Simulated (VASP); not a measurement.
Here is a VASP 6.6.1 calculation.

File INCAR:

```
  ALGO = Normal
  EDIFF = 1E-7
  ENCUT = 520
  GGA = CA
  ISIF = 2
  ISMEAR = 0
  LASPH = T
  LCHARG = T
  LELF = T
  LREAL = F
  LVHAR = T
  LWAVE = F
  NBANDS = 26
  NELM = 60
  PREC = Accurate
  SIGMA = 0.03
```

The input KPOINTS:

```
k-points
0
Gamma
  10 10 10
```

File POSCAR:

```
C
1.0
    0.0000000000     -4.2333014983      0.0000000000
   -2.4455693354     -2.1166507492     -3.3597492418
    2.4455693354     -2.1166507492     -3.3597492418
C
8
Direct
    0.8332934344      0.5000000000      0.5000000000
    0.8332934344      0.0000000000      0.0000000000
    0.3332934344      0.7500000000      0.2500000000
    0.3332934344      0.2500000000      0.7500000000
    0.1667065656      0.5000000000      0.5000000000
    0.1667065656      0.0000000000      0.0000000000
    0.6667065656      0.7500000000      0.2500000000
    0.6667065656      0.2500000000      0.7500000000
```

Potentials or basis: VASP PAW LDA potentials, release 64 (C).

The run is started by

```bash
$ cat potpaw_LDA.64/C/POTCAR > POTCAR
$ mpirun -np 1 vasp_std > vasp.out
```

(1) Estimate the largest force.

(2) What does it give for the pressure?

(3) Estimate the band gap on the k mesh.

Results:

(1) 0.009 eV/Å.

(2) 0.8 GPa.

(3) zero (bands 16 and 17 overlap by 0.37 eV).
